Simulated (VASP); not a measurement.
# Te2Mo in VASP: single point with PBE+D3(BJ)

Aim: the single point of Te2Mo with PBE+D3(BJ).

Everything below comes from runs of VASP 6.6.1. Logs are shortened: lines on timing, memory, paths and dates and some standing lists are left out, and cuts for length are marked.

## Step 1: The cell of the first run

The cell holds a slab with vacuum, 6 atoms: a = 3.504 Å, b = 3.504 Å, c = 24.768 Å, α = 90.00°, β = 90.00°, γ = 120.00°.

## Step 2: Single point, PBE+D3(BJ) (layers slid over each other)

File INCAR:

```
SYSTEM = Te2Mo
PREC     = Accurate       ! precision mode
ENCUT    = 520            ! plane-wave cutoff, eV
EDIFF    = 1E-6           ! SCF threshold, eV
ISMEAR   = 0              ! smearing method
SIGMA    = 0.05           ! smearing width, eV
LREAL    = .FALSE.        ! projectors in reciprocal space
LASPH    = .TRUE.         ! aspherical terms in the spheres
NELM     = 80             ! most SCF steps
ALGO     = Normal         ! electronic algorithm
ISIF     = 2              ! what is computed and relaxed
LWAVE    = .FALSE.        ! write WAVECAR
LCHARG   = .FALSE.        ! write CHGCAR
LDIPOL   = .TRUE.       
IDIPOL   = 3            
DIPOL    = 0.5 0.5 0.410
GGA      = PE             ! functional
IVDW     = 12             ! dispersion correction
NBANDS   = 35             ! bands
```

File KPOINTS:

```
Automatic mesh
0
G
  9 9 1
  0 0 0
```

File POSCAR:

```
Te2Mo
1.0
    3.5038817216      0.0000000000      0.0000000000
   -1.7519408608      3.0344505828      0.0000000000
    0.0000000000      0.0000000000     24.7677194079
Te Mo
4 2
Direct
    0.3333333333      0.6666666667      0.1816881048
    0.3333333333      0.6666666667      0.3284056788
    0.6666666667      0.8333333333      0.4911174704
    0.6666666667      0.8333333333      0.6378350444
    0.6666666667      0.3333333333      0.2550468918
    0.3333333333      1.1666666667      0.5644762574
```

Potentials or basis: VASP PAW PBE potentials, release 64 (Te, Mo_sv).

Command:

```console
cat potpaw_PBE.64/Te/POTCAR potpaw_PBE.64/Mo_sv/POTCAR > POTCAR
mpirun -np 1 vasp_std > vasp.out
```

OUTCAR:

```text
SYSTEM = Te2Mo
   PREC = Accurate
   ENCUT = 520
   EDIFF = 1E-6
   ISMEAR = 0
   LREAL = .FALSE.
   LASPH = .TRUE.
   NELM = 80
   ISIF = 2
   GGA = PE
   IVDW = 12
 IVDW          = 12

 ion  position               nearest neighbor table
   1  0.333  0.667  0.182-   5 2.72   5 2.72   5 2.72   2 3.63
   2  0.333  0.667  0.328-   5 2.72   5 2.72   5 2.72   1 3.63
   3  0.667  0.833  0.491-   6 2.72   6 2.72   6 2.72   4 3.63
   4  0.667  0.833  0.638-   6 2.72   6 2.72   6 2.72   3 3.63
   5  0.667  0.333  0.255-   1 2.72   2 2.72   1 2.72   2 2.72   1 2.72   2 2.72
   6  0.333  0.167  0.564-   4 2.72   3 2.72   4 2.72   3 2.72   4 2.72   3 2.72

  LATTYP: Found a hexagonal cell.
 ALAT       =     3.5038817216
 C/A-ratio  =     7.0686516771

  Lattice vectors:

 A1 = (   3.5038817216,   0.0000000000,   0.0000000000)
 A2 = (  -1.7519408608,   3.0344505828,   0.0000000000)
 A3 = (   0.0000000000,   0.0000000000,  24.7677194079)

Analysis of symmetry for initial positions (statically):
=====================================================================
 Subroutine PRICEL returns:
 Original cell was already a primitive cell.

 Routine SETGRP: Setting up the symmetry group for a
 hexagonal supercell.

 Subroutine GETGRP returns: Found  4 space group operations
 (whereof  2 operations were pure point group operations)
 out of a pool of 24 trial point group operations.

The static configuration has the point symmetry C_1h.
 The point group associated with its full space group is C_2h.

Analysis of symmetry for dynamics (positions and initial velocities):
=====================================================================
 Subroutine PRICEL returns:
 Original cell was already a primitive cell.

 Routine SETGRP: Setting up the symmetry group for a
 hexagonal supercell.

 Subroutine GETGRP returns: Found  4 space group operations
 (whereof  2 operations were pure point group operations)
 out of a pool of 24 trial point group operations.

The dynamic configuration has the point symmetry C_1h.
 The point group associated with its full space group is C_2h.

 Subroutine INISYM returns: Found  4 space group operations
 (whereof  2 operations are pure point group operations),
 and found     1 'primitive' translations

----------------------------------------------------------------------------------------

                                     Primitive cell

  volume of cell :     263.3392

  direct lattice vectors                    reciprocal lattice vectors
     3.503881722  0.000000000  0.000000000     0.285397762  0.164774474  0.000000000
    -1.751940861  3.034450583  0.000000000     0.000000000  0.329548949  0.000000000
     0.000000000  0.000000000 24.767719408     0.000000000  0.000000000  0.040375134

  length of vectors
     3.503881722  3.503881722 24.767719408     0.329548949  0.329548949  0.040375134

  position of ions in fractional coordinates (direct lattice)
     0.333333333  0.666666667  0.181688105
     0.333333333  0.666666667  0.328405679
     0.666666667  0.833333333  0.491117470
     0.666666667  0.833333333  0.637835044
     0.666666667  0.333333333  0.255046892
     0.333333333  0.166666667  0.564476257

  ion indices of the primitive-cell ions
   primitive index   ion index
                 1           1
                 2           2
                 3           3
                 4           4
                 5           5
                 6           6

----------------------------------------------------------------------------------------

 KPOINTS: Automatic mesh

Automatic generation of k-mesh.
 Grid dimensions read from file:
 generate k-points for:    9    9    1

 Generating k-lattice:

  Cartesian coordinates                     Fractional coordinates (reciprocal lattice)
     0.031710862  0.018308275  0.000000000     0.111111111  0.000000000  0.000000000
     0.000000000  0.036616550  0.000000000     0.000000000  0.111111111  0.000000000
     0.000000000  0.000000000  0.040375134     0.000000000  0.000000000  1.000000000

  Length of vectors
     0.036616550  0.036616550  0.040375134

  Shift w.r.t. Gamma in fractional coordinates (k-lattice)
     0.000000000  0.000000000  0.000000000

 Subroutine IBZKPT returns following result:
 ===========================================

 Found     25 irreducible k-points:

 Following reciprocal coordinates:
            Coordinates               Weight
  0.000000  0.000000  0.000000      1.000000
  0.111111  0.000000  0.000000      2.000000
  0.000000  0.111111  0.000000      4.000000
  0.222222  0.000000  0.000000      2.000000
  0.000000  0.222222  0.000000      4.000000
  0.333333  0.000000  0.000000      2.000000
[... 16 lines left out ...]
 -0.222222 -0.444444  0.000000      4.000000
  0.444444  0.333333  0.000000      4.000000
   k-points           NKPTS =     25   k-points in BZ     NKDIM =     25   number of bands    NBANDS=     35
   number of dos      NEDOS =    301   number of ions     NIONS =      6
   total plane-waves  NPLWV = 150528
   dimension x,y,z NGX =    28 NGY =   28 NGZ =  192
   dimension x,y,z NGXF=    56 NGYF=   56 NGZF=  384
   ions per type =               4   2
   NGX,Y,Z   is equivalent  to a cutoff of  13.28, 13.28, 12.89 a.u.
   NGXF,Y,Z  is equivalent  to a cutoff of  26.57, 26.57, 25.77 a.u.
 SYSTEM =  Te2Mo
   PREC   = accura    normal or accurate (medium, high low for compatibility)
   ISTART =      0    job   : 0-new  1-cont  2-samecut
   ICHARG =      2    charge: 1-file 2-atom 10-const
   ISPIN  =      1    spin polarized calculation?
   LNONCOLLINEAR =      F non collinear calculations
   LSORBIT =      F    spin-orbit coupling
   LASPH  =      T    aspherical Exc in radial PAW
   ENCUT  =  520.0 eV  38.22 Ry    6.18 a.u.   6.51  6.51 46.05*2*pi/ulx,y,z
   NELM   =     80;   NELMIN=  2; NELMDL= -5     # of ELM steps
   EDIFF  = 0.1E-05   stopping-criterion for ELM
   LREAL  =      F    real-space projection
   EDIFFG = 0.1E-04   stopping-criterion for IOM
   NSW    =      0    number of steps for IOM
   IBRION =     -1    ionic relax: 0-MD 1-quasi-New 2-CG
   NFREE  =      0    steps in history (QN), initial steepest desc. (CG)
   ISIF   =      2    stress and relaxation
   ISYM   =      2    0-nonsym 1-usesym 2-fastsym
   POTIM  = 0.5000    time-step for ionic-motion
   TEBEG  =    0.0;   TEEND  =   0.0 temperature during run
   PSTRESS=    0.0 pullay stress
   NELECT =      52.0000    total number of electrons
   NUPDOWN=      -1.0000    fix difference up-down
   EMIN   =  10.00;   EMAX   =-10.00  energy-range for DOS
   EFERMI =   0.00;   METHOD = LEGACY
   ISMEAR =     0;   SIGMA  =   0.05  broadening in eV -4-tet -1-fermi 0-gaus
   EFERMI_NEDOS =   21; number of points for ismear=-14 and -15
   IALGO  =     38    algorithm
   IMIX   =      4    mixing-type and parameters
     AMIX     =   0.40;   BMIX     =  1.00
     AMIX_MAG =   1.60;   BMIX_MAG =  1.00
  volume/ion in A,a.u.               =      43.89       296.18
  Fermi-wavevector in a.u.,A,eV,Ry     =   0.953317  1.801508 12.365161  0.908814
  Thomas-Fermi vector in A             =   2.081961
   LORBIT       =      0    0 simple, 1 ext, 2 COOP (PROOUT), +10 PAW based schemes
   GGA     = PE    functional components
   LHFCALC =     F    Hartree Fock is set to
   AEXX    =    0.0000 exact exchange contribution
   IVDW    =    12    specifies the selected vdW correction
   LEPSILON=     F    determine dielectric tensor
   LRPA    =     F    only Hartree local field effects (RPA)
 non-spin polarized calculation
 Gauss-broadening in eV      SIGMA  =   0.05
  energy-cutoff  :      520.00
  volume of cell :      263.34
 maximum number of plane-waves:      7173
 NGX is ok and might be reduce to    28
   NGX = 13   NGY = 13   NGZ = 93

 dipolmoment           0.000000      0.000000      0.000137 electrons x Angstroem

 number of electron      51.9999998 magnetization

 dipolmoment           0.000000      0.000000     -0.000001 electrons x Angstroem

 Free energy of the ion-electron system (eV)
  ---------------------------------------------------
  ext. energy  EPLUGINS =         0.00000000
  ---------------------------------------------------
  free energy    TOTEN  =       -36.00204570 eV

  energy without entropy =      -36.00204570  energy(sigma->0) =      -36.00204570

 E-fermi :   2.8295     XC(G=0):  -6.4634

 val. band max:        2.4759477386   @ k =   0.3333   0.3333   0.0000
 cond. band min:       3.6463049683   @ k =   0.2222   0.2222   0.0000
 fundamental gap:      1.1703572297
 Fermi energy:         2.8294792273

 k-point     1 :       0.0000    0.0000    0.0000
  band No.  band energies     occupation
      1     -58.1834      2.00000
      2     -58.1834      2.00000
      3     -32.3606      2.00000
      4     -32.3606      2.00000
      5     -32.2162      2.00000
      6     -32.2162      2.00000
[... 27 lines left out ...]
     34       5.9684      0.00000
     35       6.6399      0.00000

 k-point     2 :       0.1111    0.0000    0.0000
  band No.  band energies     occupation
      1     -58.1822      2.00000
      2     -58.1822      2.00000
      3     -32.3571      2.00000
      4     -32.3571      2.00000
      5     -32.2320      2.00000
      6     -32.2320      2.00000
[... 27 lines left out ...]
     34       5.8223      0.00000
     35       6.8833      0.00000

 k-point     3 :       0.0000    0.1111    0.0000
  band No.  band energies     occupation
      1     -58.1822      2.00000
      2     -58.1822      2.00000
      3     -32.3571      2.00000
      4     -32.3571      2.00000
      5     -32.2321      2.00000
      6     -32.2321      2.00000
[... 27 lines left out ...]
     34       5.8007      0.00000
     35       6.8821      0.00000

 k-point     4 :       0.2222    0.0000    0.0000
  band No.  band energies     occupation
      1     -58.1792      2.00000
      2     -58.1792      2.00000
      3     -32.3483      2.00000
      4     -32.3483      2.00000
      5     -32.2721      2.00000
      6     -32.2721      2.00000
[... 27 lines left out ...]
     34       6.0574      0.00000
     35       7.4271      0.00000

 k-point     5 :       0.0000    0.2222    0.0000
  band No.  band energies     occupation
      1     -58.1792      2.00000
      2     -58.1792      2.00000
      3     -32.3483      2.00000
      4     -32.3483      2.00000
      5     -32.2722      2.00000
      6     -32.2722      2.00000
[... 638 lines left out ...]
 k-point    22 :       0.3333    0.2222    0.0000
  band No.  band energies     occupation
      1     -58.1725      2.00000
      2     -58.1725      2.00000
      3     -32.3312      2.00000
      4     -32.3312      2.00000
      5     -32.3284      2.00000
      6     -32.3284      2.00000
[... 27 lines left out ...]
     34       6.5111      0.00000
     35       7.2385      0.00000

 k-point    23 :      -0.2222   -0.4444    0.0000
  band No.  band energies     occupation
      1     -58.1725      2.00000
      2     -58.1725      2.00000
      3     -32.3309      2.00000
      4     -32.3309      2.00000
      5     -32.3287      2.00000
      6     -32.3287      2.00000
[... 27 lines left out ...]
     34       6.4137      0.00000
     35       6.9928      0.00000

 k-point    24 :       0.4444    0.3333    0.0000
  band No.  band energies     occupation
      1     -58.1725      2.00000
      2     -58.1725      2.00000
      3     -32.3310      2.00000
      4     -32.3310      2.00000
      5     -32.3286      2.00000
      6     -32.3286      2.00000
[... 27 lines left out ...]
     34       6.4045      0.00000
     35       7.0310      0.00000

 [... further k-points ...]

------------------------ aborting loop because EDIFF is reached ----------------------------------------

 vacuum level on the upper side and lower side of the slab       (xc-potential included)        -0.151        -0.151

 Edisp (eV)   -2.68420

 E8    (eV) :    -1.2705

  FORCE on cell =-STRESS in cart. coord.  units (eV):
  Direction    XX          YY          ZZ          XY          YZ          ZX
  --------------------------------------------------------------------------------------
  -------------------------------------------------------------------------------------
  Total      -0.18095    -0.21941    -0.43448     0.03331     0.07085     0.12271
  in kB      -1.10094    -1.33493    -2.64342     0.20264     0.43105     0.74660
  external pressure =       -1.69 kB  Pullay stress =        0.00 kB

 VOLUME and BASIS-vectors are now :
 -----------------------------------------------------------------------------
  energy-cutoff  :      520.00
  volume of cell :      263.34
      direct lattice vectors                 reciprocal lattice vectors
     3.503881722  0.000000000  0.000000000     0.285397762  0.164774474  0.000000000
    -1.751940861  3.034450583  0.000000000     0.000000000  0.329548949  0.000000000
     0.000000000  0.000000000 24.767719408     0.000000000  0.000000000  0.040375134

 POSITION                                       TOTAL-FORCE (eV/Angst)
 -----------------------------------------------------------------------------------
     -0.00000      2.02297      4.50000        -0.000288     -0.000167     -0.004184
     -0.00000      2.02297      8.13386        -0.016635     -0.009604      0.081748
      0.87597      2.52871     12.16386         0.016635      0.009604     -0.081748
      0.87597      2.52871     15.79772         0.000288      0.000167      0.004184
      1.75194      1.01148      6.31693        -0.007258     -0.004190      0.012077
      0.87597      0.50574     13.98079         0.007258      0.004190     -0.012077
 -----------------------------------------------------------------------------------
    total drift:                               -0.000000     -0.000000     -0.000031

  FREE ENERGIE OF THE ION-ELECTRON SYSTEM (eV)
  ---------------------------------------------------
  free  energy   TOTEN  =       -38.6862439417 eV

  energy  without entropy=      -38.6862439417  energy(sigma->0) =      -38.68624394

 vacuum level on the upper side and lower side of the slab         7.193         7.195
```

Wall time 2.8 min (1 thread of Intel Xeon 6975P-C (Granite Rapids), shared host); peak memory 0.48 GiB.

What came out:

```
Free energy                : -38.6862 eV
Largest force              : 0.084 eV/Å
Band gap on the k mesh     : 1.17 eV (least direct gap 1.18 eV)
Dispersion energy per atom : -0.447 eV
```

Forces in eV/Å, atoms in the order of the input:
```
Te   0.000  0.000 -0.004
Te  -0.017 -0.010  0.082
Te   0.017  0.010 -0.082
Te   0.000  0.000  0.004
Mo  -0.007 -0.004  0.012
Mo   0.007  0.004 -0.012
```

Caveat: the cell differs from its parent crystal (layers slid over each other); spin-orbit coupling is left out, which moves the levels of the heavy elements.
